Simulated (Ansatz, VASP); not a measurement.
**Two plane-wave programs on Cd2S5**

```
Cd S
1.0
    -3.20994    2.76667    0.01325
    -3.20854   -2.76481    0.01660
    -1.02012   -0.00596   10.19657
Cd S
2 5
Direct
  0.55777 0.94800 0.85581
  0.05472 0.44218 0.14450
  0.88208 0.93779 0.27866
  0.10453 0.66357 0.44297
  0.33566 0.89300 0.55691
  0.06222 0.11723 0.72086
  0.57103 0.43022 0.00028
```

Change from the starting cell: cell x1, atoms moved at random (sigma 0.05 Å) and cell strained at random (1.5 %), then relaxed without symmetry.

Alike in both runs: functional PBE; k mesh 4 × 4 × 2; occupations gaussian, width 0.1 eV; no spin polarisation.

Ansatz relaxed the structure, and its values are those at the end. VASP's run is a single point on that final structure, the one shown.

|  | VASP | Ansatz |
| --- | --- | --- |
| version | VASP 6.6.1 | Ansatz 0.2.0 |
| potentials or method | VASP PAW PBE potentials, release 64 (Cd, S), cutoff 520 eV | scalar-relativistic, plane waves, PAW |
| valence electrons in the cell | 54 | 70 |

```tsv
	VASP	Ansatz	Ansatz less VASP
gap on the k mesh at the Fermi level (eV)	1.00	0.98	-0.018
least direct gap on the mesh (eV)	1.00	0.98	-0.018
pressure (GPa)	0.0	0.0	+0.04
rms of the force components (eV/Å)	0.051	0.008	-0.0429
```

VASP's potentials hold 54 valence electrons a cell and Ansatz's 70, so a difference there can come from the potentials and not from the codes.
